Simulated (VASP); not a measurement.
Here is a VASP 6.6.1 calculation.

The input INCAR:

```
SYSTEM = Bi
ALGO = Normal
EDIFF = 1E-7
ENCUT = 520
GGA = PE
ISIF = 2
ISMEAR = 1
LASPH = .True.
LCHARG = .False.
LREAL = .False.
LWAVE = .False.
NBANDS = 22
NELM = 60
PREC = Accurate
SIGMA = 0.01
```

The input KPOINTS:

```
k-points
0
Gamma
  8 8 8
  0 0 0
```

Contents of POSCAR:

```
Bi
1.0
    2.2924582305      1.3235513765      4.0467531177
   -2.2924582305      1.3235513765      4.0467531177
    0.0000000000     -2.6471027530      4.0467531177
Bi
2
Direct
    0.2337113826      0.2337113826      0.2337113826
    0.7662886174      0.7662886174      0.7662886174
```

Potentials or basis: VASP PAW PBE potentials, release 64 (Bi_d).

Command:

```bash
$ cat potpaw_PBE.64/Bi_d/POTCAR > POTCAR
$ mpirun -np 1 vasp_std > vasp.out
```

Problem. Estimate the largest force.

Solution. 0.026 eV/Å.

Problem. Predict the pressure.

Solution. -0.1 GPa.

Forces on the atoms (eV/Å):
```
Bi   0.000  0.000 -0.026
Bi   0.000  0.000  0.026
```
